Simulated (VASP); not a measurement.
# PtSe2: single point with PBE

The system is PtSe2.

```xyz
3
Lattice="3.7517 0.0000 0.0000 -1.8758 3.2490 0.0000 0.0000 0.0000 6.8695" Properties=species:S:1:pos:R:3 pbc="T T T"
Pt    0.0000    0.0000    0.0000
Se    0.0000    2.1660    1.3752
Se    1.8758    1.0830    5.4943
```

This cell differs from its parent crystal: strain +0.0525 x Voigt [0, 0, 1, 0, 0, 0].

| Quantity | Value |
| --- | --- |
| Program | VASP 6.6.1 |
| Task | single point |
| Functional | PBE |
| Potentials or basis | VASP PAW PBE potentials, release 64 (Pt, Se) |
| Cutoff | 520 eV |
| k mesh | 12 × 12 × 4 |
| Occupations | gaussian, width 0.05 eV |
| Spin | no spin polarisation |
| Dipole correction | no |
| Further INCAR settings | ALGO = Normal; EDIFF = 1e-06; NBANDS = 18 |

The pressure is -3.2 GPa, the largest force is 0.722 eV/Å and the band gap on the k mesh is 1.04 eV, indirect (least direct gap 1.19 eV).

Forces on the atoms (eV/Å):
```
Pt   0.000  0.000  0.000
Se   0.000  0.000 -0.722
Se   0.000  0.000  0.722
```

Stress tensor (GPa, compression positive):
```
-2.88  0.00  0.00
 0.00 -2.88  0.00
 0.00  0.00 -3.88
```

Levels at points of the mesh, in eV from the valence-band top:
```
           k point  band 8  band 9  band 10  band 11  band 12  band 13  band 14  band 15
(0.00, 0.00, 0.00)   -1.49   -0.24     0.00     0.00     2.65     2.65     4.12     5.46
(0.50, 0.00, 0.00)   -2.14   -1.83    -1.65    -1.65     2.05     2.47     4.64     6.15
(0.00, 0.00, 0.50)   -1.27   -1.14    -0.02    -0.02     2.70     2.70     5.52     5.68
(0.50, 0.00, 0.50)   -2.14   -1.85    -1.62    -1.31     2.23     2.37     4.34     5.86
```

Wall time 2.5 min on 1 thread of Intel Xeon 8259CL (shared host), peak memory 0.26 GiB.

Caveat: the cell differs from its parent crystal (strain +0.0525 x Voigt [0, 0, 1, 0, 0, 0]); spin-orbit coupling is left out, which moves the levels of the heavy elements; this functional lacks dispersion, which binds the layers, so the pressure and a relaxed spacing across them are unreliable. A k mesh can miss the band edges.
